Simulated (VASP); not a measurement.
Write the native input for VASP 6.6.1 that does the following.

| Item | Value |
| --- | --- |
| Task | single point |
| Functional | revPBE |
| Dispersion | D3(BJ) |
| Potentials or basis | VASP PAW PBE potentials, release 64 (Sn_d, Se) |
| Cutoff | 520 eV |
| k mesh | 3 × 6 × 6 |
| Occupations | fermi-dirac, width 0.05 eV |
| Spin | no spin polarisation |
| Dipole correction | no |
| Further INCAR settings | ALGO = Normal; EDIFF = 1e-06; NBANDS = 50 |

The structure of SnSe lies in POSCAR:

```
SnSe
1.0
   11.5702803916      0.0000000000      0.0000000000
    0.0000000000      4.2451379020      0.0000000000
    0.0000000000      0.0000000000      4.5186909410
Sn Se
4 4
Direct
    0.8770000000      0.7500000000      0.9090000000
    0.6230000000      0.2500000000      0.4090000000
    0.3770000000      0.7500000000      0.5910000000
    0.1230000000      0.2500000000      0.0910000000
    0.6430000000      0.7500000000      0.9840000000
    0.8570000000      0.2500000000      0.4840000000
    0.1430000000      0.7500000000      0.5160000000
    0.3570000000      0.2500000000      0.0160000000
```

The input as run:

INCAR

```
SYSTEM = SnSe
PREC = Accurate
ENCUT = 520
EDIFF = 1E-6
ISMEAR = -1
SIGMA = 0.05
LREAL = .FALSE.
LASPH = .TRUE.
NELM = 80
ALGO = Normal
ISIF = 2
LWAVE = .FALSE.
LCHARG = .TRUE.
GGA = RE
IVDW = 12
LELF = .TRUE.
LVHAR = .TRUE.
NBANDS = 50
```

KPOINTS

```
regular mesh
0
G
  3 6 6
  0 0 0
```

Potentials or basis: VASP PAW PBE potentials, release 64 (Sn_d, Se).

Run with:

```sh
$ cat potpaw_PBE.64/Sn_d/POTCAR potpaw_PBE.64/Se/POTCAR > POTCAR
$ mpirun -np 1 vasp_std > vasp.out
```

It gave:

```yaml
Pressure: -2.1 GPa
Largest_force: 0.160 eV/Å
Band_gap_on_the_k_mesh: 0.60 eV (least direct gap 0.76 eV)
Dispersion_energy_per_atom: -0.663 eV
```

Caveat: semilocal functionals underestimate gaps, and a narrow one can read as zero; the PAW data sets were made with another functional, which shifts forces and pressure a little; spin-orbit coupling is left out, which moves the levels of the heavy elements.

It took 3.9 min on 1 thread of Oxide Virtual Turin-like Processor, with other jobs on the host, peak memory 0.45 GiB.
